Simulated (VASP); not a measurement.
A run of VASP 6.6.1:

The input INCAR:

```
SYSTEM = Pt
PREC = Accurate
ENCUT = 520
EDIFF = 1E-6
ISMEAR = -1
SIGMA = 0.1
LREAL = .FALSE.
LASPH = .TRUE.
NELM = 80
ALGO = Normal
ISIF = 2
LWAVE = .FALSE.
LCHARG = .FALSE.
NBANDS = 17
```

KPOINTS

```
Automatic mesh
0
G
  15 15 8
  0 0 0
```

File POSCAR:

```
Pt
1.0
    2.8195485356      0.0000000000      0.0000000000
   -1.4097742678      2.4418006590      0.0000000000
    0.0000000000      0.0000000000      4.8363483339
Pt
2
Direct
    0.3333333333      0.6666666667      0.2500000000
    0.6666666667      0.3333333333      0.7500000000
```

Potentials or basis: VASP PAW LDA potentials, release 64 (Pt).

Command:

```console
$ cat potpaw_LDA.64/Pt/POTCAR > POTCAR
$ mpirun -np 1 vasp_std > vasp.out
```

Hardware: 1 thread of Intel Xeon 8259CL, on a shared host.

Q: How long does it take, and how much memory?

A: Run time: 52 s on 1 thread of Intel Xeon 8259CL, with other jobs on the host, peak memory 0.19 GiB. Counts: scf iterations 11, k points 135.
